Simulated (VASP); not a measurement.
Here is a VASP 6.6.1 calculation.

Contents of INCAR:

```
SYSTEM = Fe
PREC = Accurate
ENCUT = 520
EDIFF = 1E-6
ISMEAR = -1
SIGMA = 0.05
LREAL = .FALSE.
LASPH = .TRUE.
NELM = 150
ALGO = Normal
ISIF = 2
LWAVE = .FALSE.
LCHARG = .FALSE.
ISPIN = 2
MAGMOM = 4
LORBIT = 11
LMAXMIX = 4
NBANDS = 14
```

File KPOINTS:

```
regular mesh
0
G
  13 13 13
  0 0 0
```

The input POSCAR:

```
Fe
1.0
   -1.4410000000      1.4410000000      1.4410000000
    1.4410000000     -1.4410000000      1.4410000000
    1.4410000000      1.4410000000     -1.4410000000
Fe
1
Direct
    0.0000000000      0.0000000000      0.0000000000
```

Potentials or basis: VASP PAW LDA potentials, release 64 (Fe).

Launch:

```bash
$ cat potpaw_LDA.64/Fe/POTCAR > POTCAR
$ mpirun -np 1 vasp_std > vasp.out
```

(1) What does it give for the site moments?

(2) Predict the net moment.

(3) Estimate the pressure.

Answers

(1) Fe +2.14 μB.

(2) 2.15 μB per cell.

(3) -26.5 GPa.
